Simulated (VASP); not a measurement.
# Ge (P6_3/mmc) in VASP: notebook

Runs on Ge. Level: r2SCAN. Tasks: relaxation of cell and atoms.

Program: VASP 6.6.1. These are calculated values, not measurements. Logs are shortened: lines on timing, memory, paths and dates and some standing lists are left out, and cuts for length are marked.

### Step 1. The cell of the first run

It takes space group P6_3/mmc (No. 194, hexagonal). The conventional cell has a = 2.910 Å, b = 2.910 Å, c = 4.752 Å, α = 90.00°, β = 90.00°, γ = 120.00°. Within 3.8 Å of Ge (site symmetry -6m2) lie 12 Ge at 2.91 Å.

### Step 2. Relaxation of cell and atoms, r2SCAN, target pressure 10 GPa, at which the enthalpy is minimised

File POSCAR:

```
Ge
1.0
    2.9100000000      0.0000000000      0.0000000000
   -1.4550000000      2.5201339250      0.0000000000
    0.0000000000      0.0000000000      4.7520300000
Ge
2
Direct
    0.3333333333      0.6666666667      0.2500000000
    0.6666666667      0.3333333333      0.7500000000
```

File INCAR.step1:

```
SYSTEM = Ge
PREC     = Accurate       ! precision mode
ENCUT    = 600            ! plane-wave cutoff, eV
ISMEAR   = -1             ! smearing method
SIGMA    = 0.05           ! smearing width, eV
LREAL    = .False.        ! projectors in reciprocal space
LASPH    = .True.         ! aspherical terms in the spheres
NELM     = 80             ! most SCF steps
GGA      = PE             ! functional
ALGO     = Normal         ! electronic algorithm
EDIFF    = 1E-4           ! SCF threshold, eV
LWAVE    = .True.         ! write WAVECAR
LCHARG   = .False.        ! write CHGCAR
```

File INCAR.step2:

```
SYSTEM = Ge
PREC     = Accurate       ! precision mode
ENCUT    = 600            ! plane-wave cutoff, eV
EDIFF    = 1E-6           ! SCF threshold, eV
ISMEAR   = -1             ! smearing method
SIGMA    = 0.05           ! smearing width, eV
LREAL    = .False.        ! projectors in reciprocal space
LASPH    = .True.         ! aspherical terms in the spheres
NELM     = 80             ! most SCF steps
ALGO     = Normal         ! electronic algorithm
ISIF     = 3              ! what is computed and relaxed
LWAVE    = .False.        ! write WAVECAR
LCHARG   = .False.        ! write CHGCAR
METAGGA  = R2SCAN         ! meta-GGA
LMIXTAU  = .True.       
IBRION   = 2              ! ionic algorithm
NSW      = 80             ! ionic steps
EDIFFG   = -0.03          ! ionic threshold
PSTRESS  = 100.0        
ISTART   = 1
```

File KPOINTS:

```
regular mesh
0
Gamma
  10 10 5
  0 0 0
```

Potentials or basis: VASP PAW PBE potentials, release 64 (Ge_d).

The run is started by

```bash
$ cat potpaw_PBE.64/Ge_d/POTCAR > POTCAR
$ cp INCAR.step1 INCAR
$ mpirun -np 1 vasp_std > vasp.out
$ cp INCAR.step2 INCAR
$ mpirun -np 1 vasp_std > vasp.out
```

OUTCAR:

```text
SYSTEM = Ge
   PREC = Accurate
   ENCUT = 600
   EDIFF = 1E-6
   ISMEAR = -1
   LREAL = .False.
   LASPH = .True.
   NELM = 80
   ISIF = 3
   METAGGA = R2SCAN
   IBRION = 2
   NSW = 80
   EDIFFG = -0.03
   PSTRESS = 100.0
   ISTART = 1

 ion  position               nearest neighbor table
   1  0.333  0.667  0.250-   2 2.91   2 2.91   2 2.91   2 2.91   2 2.91   2 2.91
   2  0.667  0.333  0.750-   1 2.91   1 2.91   1 2.91   1 2.91   1 2.91   1 2.91

  LATTYP: Found a hexagonal cell.
 ALAT       =     2.9100000000
 C/A-ratio  =     1.6330000000

  Lattice vectors:

 A1 = (   2.9100000000,   0.0000000000,   0.0000000000)
 A2 = (  -1.4550000000,   2.5201339250,   0.0000000000)
 A3 = (   0.0000000000,   0.0000000000,   4.7520300000)

Analysis of symmetry for initial positions (statically):
=====================================================================
 Subroutine PRICEL returns:
 Original cell was already a primitive cell.

 Routine SETGRP: Setting up the symmetry group for a
 hexagonal supercell.

 Subroutine GETGRP returns: Found 24 space group operations
 (whereof 12 operations were pure point group operations)
 out of a pool of 24 trial point group operations.

The static configuration has the point symmetry D_3d.
 The point group associated with its full space group is D_6h.

Analysis of symmetry for dynamics (positions and initial velocities):
=====================================================================
 Subroutine PRICEL returns:
 Original cell was already a primitive cell.

 Routine SETGRP: Setting up the symmetry group for a
 hexagonal supercell.

 Subroutine GETGRP returns: Found 24 space group operations
 (whereof 12 operations were pure point group operations)
 out of a pool of 24 trial point group operations.

The dynamic configuration has the point symmetry D_3d.
 The point group associated with its full space group is D_6h.

 Subroutine INISYM returns: Found 24 space group operations
 (whereof 12 operations are pure point group operations),
 and found     1 'primitive' translations

----------------------------------------------------------------------------------------

                                     Primitive cell

  volume of cell :      34.8494

  direct lattice vectors                    reciprocal lattice vectors
     2.910000000  0.000000000  0.000000000     0.343642612  0.198402154  0.000000000
    -1.455000000  2.520133925  0.000000000     0.000000000  0.396804309  0.000000000
     0.000000000  0.000000000  4.752030000     0.000000000  0.000000000  0.210436382

  length of vectors
     2.910000000  2.910000000  4.752030000     0.396804309  0.396804309  0.210436382

  position of ions in fractional coordinates (direct lattice)
     0.333333333  0.666666667  0.250000000
     0.666666667  0.333333333  0.750000000

  ion indices of the primitive-cell ions
   primitive index   ion index
                 1           1
                 2           2

----------------------------------------------------------------------------------------

 KPOINTS: regular mesh

Automatic generation of k-mesh.
 Grid dimensions read from file:
 generate k-points for:   10   10    5

 Generating k-lattice:

  Cartesian coordinates                     Fractional coordinates (reciprocal lattice)
     0.034364261  0.019840215  0.000000000     0.100000000 -0.000000000  0.000000000
     0.000000000  0.039680431  0.000000000     0.000000000  0.100000000  0.000000000
     0.000000000  0.000000000  0.042087276     0.000000000  0.000000000  0.200000000

  Length of vectors
     0.039680431  0.039680431  0.042087276

  Shift w.r.t. Gamma in fractional coordinates (k-lattice)
     0.000000000  0.000000000  0.000000000

 Subroutine IBZKPT returns following result:
 ===========================================

 Found     42 irreducible k-points:

 Following reciprocal coordinates:
            Coordinates               Weight
  0.000000  0.000000  0.000000      1.000000
  0.100000  0.000000  0.000000      6.000000
  0.200000  0.000000  0.000000      6.000000
  0.300000 -0.000000  0.000000      6.000000
  0.400000 -0.000000  0.000000      6.000000
  0.500000  0.000000  0.000000      3.000000
[... 16 lines left out ...]
  0.300000  0.100000  0.200000     24.000000
  0.400000  0.100000  0.200000     24.000000
 [... further k-points ...]
   k-points           NKPTS =     42   k-points in BZ     NKDIM =     42   number of bands    NBANDS=     18
   number of dos      NEDOS =    301   number of ions     NIONS =      2
   total plane-waves  NPLWV =  23040
   dimension x,y,z NGX =    24 NGY =   24 NGZ =   40
   dimension x,y,z NGXF=    48 NGYF=   48 NGZF=   80
   ions per type =               2
   NGX,Y,Z   is equivalent  to a cutoff of  13.71, 13.71, 13.99 a.u.
   NGXF,Y,Z  is equivalent  to a cutoff of  27.42, 27.42, 27.99 a.u.
 SYSTEM =  Ge
   PREC   = accura    normal or accurate (medium, high low for compatibility)
   ISTART =      1    job   : 0-new  1-cont  2-samecut
   ICHARG =      0    charge: 1-file 2-atom 10-const
   ISPIN  =      1    spin polarized calculation?
   LNONCOLLINEAR =      F non collinear calculations
   LSORBIT =      F    spin-orbit coupling
   LASPH  =      T    aspherical Exc in radial PAW
   ENCUT  =  600.0 eV  44.10 Ry    6.64 a.u.   5.81  5.81  9.49*2*pi/ulx,y,z
   NELM   =     80;   NELMIN=  2; NELMDL=  0     # of ELM steps
   EDIFF  = 0.1E-05   stopping-criterion for ELM
   LREAL  =      F    real-space projection
   EDIFFG = -.3E-01   stopping-criterion for IOM
   NSW    =     80    number of steps for IOM
   IBRION =      2    ionic relax: 0-MD 1-quasi-New 2-CG
   NFREE  =      1    steps in history (QN), initial steepest desc. (CG)
   ISIF   =      3    stress and relaxation
   ISYM   =      2    0-nonsym 1-usesym 2-fastsym
   POTIM  = 0.5000    time-step for ionic-motion
   TEBEG  =    0.0;   TEEND  =   0.0 temperature during run
   PSTRESS=  100.0 pullay stress
   NELECT =      28.0000    total number of electrons
   NUPDOWN=      -1.0000    fix difference up-down
   EMIN   =  10.00;   EMAX   =-10.00  energy-range for DOS
   EFERMI =   0.00;   METHOD = LEGACY
   ISMEAR =    -1;   SIGMA  =   0.05  broadening in eV -4-tet -1-fermi 0-gaus
   EFERMI_NEDOS =   21; number of points for ismear=-14 and -15
   IALGO  =     38    algorithm
   IMIX   =      4    mixing-type and parameters
     AMIX     =   0.40;   BMIX     =  1.00
     AMIX_MAG =   1.60;   BMIX_MAG =  1.00
  volume/ion in A,a.u.               =      17.42       117.59
  Fermi-wavevector in a.u.,A,eV,Ry     =   1.521933  2.876037 31.514910  2.316281
  Thomas-Fermi vector in A             =   2.630581
   LORBIT       =      0    0 simple, 1 ext, 2 COOP (PROOUT), +10 PAW based schemes
   METAGGA = R2SCAN    functional components
   LHFCALC =     F    Hartree Fock is set to
   AEXX    =    0.0000 exact exchange contribution
   IVDW    =     0    specifies the selected vdW correction
   LEPSILON=     F    determine dielectric tensor
   LRPA    =     F    only Hartree local field effects (RPA)
 conjugate gradient relaxation of ions
 non-spin polarized calculation
  energy-cutoff  :      600.00
  volume of cell :       34.85
 maximum number of plane-waves:      1183
 NGX is ok and might be reduce to    24
   NGX = 11   NGY = 11   NGZ = 19

--------------------------------------- Ionic step        1  -------------------------------------------

 number of electron      27.9999985 magnetization

 Free energy of the ion-electron system (eV)
  ---------------------------------------------------
  ext. energy  EPLUGINS =         0.00000000
  ---------------------------------------------------
  free energy    TOTEN  =       -26.53380383 eV

  energy without entropy =      -26.52491951  energy(sigma->0) =      -26.52936167

------------------------ aborting loop because EDIFF is reached ----------------------------------------

  FORCE on cell =-STRESS in cart. coord.  units (eV):
  Direction    XX          YY          ZZ          XY          YZ          ZX
  --------------------------------------------------------------------------------------
  -------------------------------------------------------------------------------------
  Total        0.9821194      0.9821194      1.2916107      0.0000000     -0.0000000      0.0000000
  in kB       45.1522176     45.1522176     59.3808513      0.0000000     -0.0000000      0.0000000
  external PRESSURE =     -50.1049045 kB  Pullay stress =     100.0000000 kB
[... 251 lines left out ...]
  enthalpy is  TOTEN    =       -24.4058238250 eV   P V=        2.0693137981

--------------------------------------- Ionic step        8  -------------------------------------------

 number of electron      28.0000009 magnetization

 Free energy of the ion-electron system (eV)
  ---------------------------------------------------
  ext. energy  EPLUGINS =         0.00000000
  ---------------------------------------------------
  free energy    TOTEN  =       -26.48156567 eV

  energy without entropy =      -26.47684396  energy(sigma->0) =      -26.47920482

 E-fermi :   8.2859     XC(G=0): -13.2325

 val. band max:        8.0748748036   @ k =   0.3000   0.3000   0.0000
 cond. band min:       8.3417977020   @ k =   0.2000   0.1000   0.4000
 fundamental gap:      0.2669228983
 Fermi energy:         8.2858699331

 k-point     1 :       0.0000    0.0000    0.0000
  band No.  band energies     occupation
      1     -17.4681      2.00000
      2     -17.4660      2.00000
      3     -17.4451      2.00000
      4     -17.4451      2.00000
      5     -17.4350      2.00000
      6     -17.4350      2.00000
[... 10 lines left out ...]
     17      19.1367      0.00000
     18      19.1368      0.00000
[... 466 lines left out ...]
      2     -17.4786      2.00000
      3     -17.4664      2.00000
      4     -17.4204      2.00000
      5     -17.4116      2.00000
      6     -17.3515      2.00000
[... 10 lines left out ...]
     17      11.7473      0.00000
     18      13.7305      0.00000

 [... further k-points ...]
[... 5 lines left out ...]
  --------------------------------------------------------------------------------------
  -------------------------------------------------------------------------------------
  Total        2.0361946      2.0361946      2.1150637     -0.0000000     -0.0000000      0.0000000
  in kB       98.1009735     98.1009735    101.9007744     -0.0000000     -0.0000000      0.0000000
  external PRESSURE =      -0.6324262 kB  Pullay stress =     100.0000000 kB
[... 17 lines left out ...]
  FREE ENERGIE OF THE ION-ELECTRON SYSTEM (eV)
  ---------------------------------------------------
  free  energy   TOTEN  =       -26.4815656696 eV

  energy  without entropy=      -26.4768439629  energy(sigma->0) =      -26.47920482

  enthalpy is  TOTEN    =       -24.4059546524 eV   P V=        2.0756110172

 reached required accuracy - stopping structural energy minimisation
```

Wall time 7.1 min (1 thread of Intel Xeon 6975P-C, shared host); peak memory 0.19 GiB.

Results:

```yaml
Free_energy: -26.4816 eV
Relaxed_volume: 16.63 Å³/atom
Relaxed_cell: a = 2.820 Å, b = 2.820 Å, c = 4.828 Å, α = 90.00°, β = 90.00°, γ = 120.00°
Space_group_after_relaxing_to_0.05_Å: P6_3/mmc (No. 194)
Energy_change_on_relaxing_the_enthalpy_is_what_falls: +26.1 meV/atom
Ionic_steps: 8
Pressure_after_relaxing: 9.9 GPa
Band_gap_on_the_k_mesh: zero (band 14 reaches 17.07 eV, above the bottom of band 15 at 5.39 eV)
```

Step by step:
```tsv
step	energy change (eV)	largest force (eV/Å)	pressure (GPa)	volume (Å³)
1	0.0000	0.0000	4.99	34.85
2	0.1492	0.0000	13.84	32.17
3	0.0779	0.0000	10.23	33.14
4	0.0756	0.0000	10.47	33.05
5	0.0784	0.0000	11.30	32.86
6	0.0343	0.0000	9.08	33.58
7	0.0587	0.0000	10.30	33.15
8	0.0522	0.0000	9.94	33.25
```

Final structure:
```
Ge
1.0
     2.82007    0.00000    0.00000
    -1.41003    2.44225    0.00000
     0.00000    0.00000    4.82844
Ge
2
Direct
  0.33333 0.66667 0.25000
  0.66667 0.33333 0.75000
```

Caveat: the cell is relaxed towards a set pressure, so the enthalpy falls and the energy may rise; the PAW data sets were made with another functional, which shifts forces and pressure a little.

### Step 3. Relaxation of cell and atoms, r2SCAN, target pressure 20 GPa, at which the enthalpy is minimised

POSCAR is that of step 2.

File INCAR.step1:

```
SYSTEM = Ge
ALGO = Normal ; EDIFF = 1E-4
ENCUT = 600 ; GGA = PE
ISMEAR = -1 ; LASPH = .TRUE.
LCHARG = .FALSE. ; LREAL = .FALSE.
LWAVE = .TRUE. ; NELM = 60
PREC = Accurate ; SIGMA = 0.05
```

File INCAR.step2:

```
SYSTEM = Ge
ALGO = Normal ; EDIFF = 1E-6
EDIFFG = -0.03 ; ENCUT = 600
IBRION = 2 ; ISIF = 3
ISMEAR = -1 ; ISTART = 1
LASPH = .TRUE. ; LCHARG = .FALSE.
LMIXTAU = .TRUE. ; LREAL = .FALSE.
LWAVE = .FALSE. ; METAGGA = R2SCAN
NELM = 60 ; NSW = 80
PREC = Accurate ; PSTRESS = 200.0
SIGMA = 0.05
```

File KPOINTS:

```
k-points
0
G
  10 10 5
  0 0 0
```

Potentials or basis: VASP PAW PBE potentials, release 64 (Ge_d).

The run is started by

```bash
$ cat potpaw_PBE.64/Ge_d/POTCAR > POTCAR
$ cp INCAR.step1 INCAR
$ mpirun -np 1 vasp_std > vasp.out
$ cp INCAR.step2 INCAR
$ mpirun -np 1 vasp_std > vasp.out
```

It took 7.7 min on 1 thread of Intel Xeon 6975P-C, shared host; peak memory 0.19 GiB.

Results (log left out):

```
Free energy                                            : -26.2583 eV
Relaxed volume                                         : 15.41 Å³/atom
Relaxed cell                                           : a = 2.757 Å, b = 2.757 Å, c = 4.681 Å, α = 90.00°, β = 90.00°, γ = 120.00°
Space group after relaxing (to 0.05 Å)                 : P6_3/mmc (No. 194)
Energy change on relaxing (the enthalpy is what falls) : +137.8 meV/atom
Ionic steps                                            : 9
Pressure after relaxing                                : 20.1 GPa
Band gap on the k mesh                                 : zero (band 14 reaches 18.57 eV, above the bottom of band 15 at 6.08 eV)
```

Stress tensor (GPa, compression positive):
```
20.12  0.00  0.00
 0.00 20.12  0.00
 0.00  0.00 20.05
```

The path:
```tsv
step	energy change (eV)	largest force (eV/Å)	pressure (GPa)	volume (Å³)
1	0.0000	0.0000	4.99	34.85
2	0.9846	0.0000	44.66	27.25
3	0.2841	0.0000	19.64	30.89
4	0.2935	0.0000	20.06	30.82
5	0.2884	0.0000	20.18	30.78
6	0.2855	0.0000	20.47	30.73
7	0.2860	0.0000	20.48	30.73
8	0.2568	0.0000	19.37	30.96
9	0.2755	0.0000	20.10	30.81
```

Final structure:
```
Ge
1.0
     2.75671    0.00000    0.00000
    -1.37835    2.38738    0.00000
     0.00000    0.00000    4.68149
Ge
2
Direct
  0.33333 0.66667 0.25000
  0.66667 0.33333 0.75000
```

Levels at points of the mesh, in eV from the Fermi level:
| k point | band 11 | band 12 | band 13 | band 14 | band 15 | band 16 | band 17 | band 18 |
| --- | --- | --- | --- | --- | --- | --- | --- | --- |
| (0.00, 0.00, 0.00) | -16.09 | -9.54 | -7.67 | 9.24 | 9.24 | 10.60 | 11.46 | 11.46 |
| (0.50, 0.00, 0.00) | -9.47 | -8.45 | -2.77 | -2.64 | -1.68 | 0.95 | 3.46 | 7.74 |

Caveat: the cell is relaxed towards a set pressure, so the enthalpy falls and the energy may rise; the PAW data sets were made with another functional, which shifts forces and pressure a little.

### Step 4. Relaxation of cell and atoms, r2SCAN

POSCAR is that of step 3.

File INCAR.step1:

```
  PREC = Accurate
  ENCUT = 600
  ISMEAR = -1
  SIGMA = 0.05
  LREAL = F
  LASPH = T
  NELM = 60
  GGA = PE
  ALGO = Normal
  EDIFF = 1E-4
  LWAVE = T
  LCHARG = F
```

File INCAR.step2:

```
  PREC = Accurate
  ENCUT = 600
  EDIFF = 1E-6
  ISMEAR = -1
  SIGMA = 0.05
  LREAL = F
  LASPH = T
  NELM = 60
  ALGO = Normal
  ISIF = 3
  LWAVE = F
  LCHARG = F
  METAGGA = R2SCAN
  LMIXTAU = T
  IBRION = 2
  NSW = 80
  EDIFFG = -0.03
  ISTART = 1
```

File KPOINTS:

```
regular mesh
0
Gamma
  10 10 5
```

The run is started by

```bash
$ cat potpaw_PBE.64/Ge_d/POTCAR > POTCAR
$ cp INCAR.step1 INCAR
$ mpirun -np 1 vasp_std > vasp.out
$ cp INCAR.step2 INCAR
$ mpirun -np 1 vasp_std > vasp.out
```

Wall time 7.9 min (1 thread of Intel Xeon 6975P-C, shared host); peak memory 0.19 GiB.

The run converged. Its results:

```
Free energy                            : -26.6020 eV
Relaxed volume                         : 18.78 Å³/atom
Relaxed cell                           : a = 2.896 Å, b = 2.896 Å, c = 5.172 Å, α = 90.00°, β = 90.00°, γ = 120.00°
Space group after relaxing (to 0.05 Å) : P6_3/mmc (No. 194)
Energy gained by relaxing              : 34.1 meV/atom
Ionic steps                            : 10
Pressure after relaxing                : -0.1 GPa
Band gap on the k mesh                 : zero (band 14 reaches 14.37 eV, above the bottom of band 15 at 4.50 eV)
```

Stress tensor (GPa, compression positive):
```
-0.20  0.00  0.00
 0.00 -0.20  0.00
 0.00  0.00  0.09
```

The path:
| step | energy change (eV) | largest force (eV/Å) | pressure (GPa) | volume (Å³) |
| --- | --- | --- | --- | --- |
| 1 | 0.0000 | 0.0000 | 4.99 | 34.85 |
| 2 | -0.0325 | 0.0000 | -1.00 | 37.66 |
| 3 | -0.0338 | 0.0000 | -0.06 | 37.14 |
| 4 | -0.0338 | 0.0000 | -0.16 | 37.19 |
| 5 | -0.0395 | 0.0000 | -0.31 | 37.26 |
| 6 | -0.0593 | 0.0000 | -0.37 | 37.44 |
| 7 | -0.0427 | 0.0000 | 0.56 | 37.69 |
| 8 | -0.0668 | 0.0000 | -0.19 | 37.52 |
| 9 | -0.0665 | 0.0000 | 0.13 | 37.60 |
| 10 | -0.0682 | 0.0000 | -0.10 | 37.56 |

Final structure:
```xyz
2
Lattice="2.8956 0.0000 0.0000 -1.4478 2.5076 0.0000 0.0000 0.0000 5.1723" Properties=species:S:1:pos:R:3 pbc="T T T"
Ge    0.0000    1.6717    1.2931
Ge    1.4478    0.8359    3.8792
```

Levels at points of the mesh, in eV from the Fermi level:
```tsv
k point	band 11	band 12	band 13	band 14	band 15	band 16	band 17	band 18
(0.00, 0.00, 0.00)	-13.94	-9.38	-6.12	7.64	8.56	8.56	10.23	10.23
(0.50, 0.00, 0.00)	-8.24	-7.06	-3.32	-2.61	-0.88	1.50	3.76	7.34
```

Caveat: the PAW data sets were made with another functional, which shifts forces and pressure a little.

### Step 5. Overview

| cell | gap on the mesh (eV) | pressure (GPa) |
| --- | --- | --- |
| relaxed to 10 GPa | none | 9.9 |
| relaxed to 20 GPa | none | 20.1 |
| relaxed | none | -0.1 |

Alike in all rows: task relaxation of cell and atoms; level r2SCAN; potentials or basis VASP PAW PBE potentials, release 64 (Ge_d); no spin polarisation; k mesh 10 × 10 × 5; cutoff (eV) 600; smearing fermi-dirac 0.05 eV.

Caveats: the PAW data sets were made with another functional, which shifts forces and pressure a little; the cell is relaxed towards a set pressure, so the enthalpy falls and the energy may rise (some runs).

Total energies depend on the potentials used, so only differences within one code and one set of settings carry meaning.
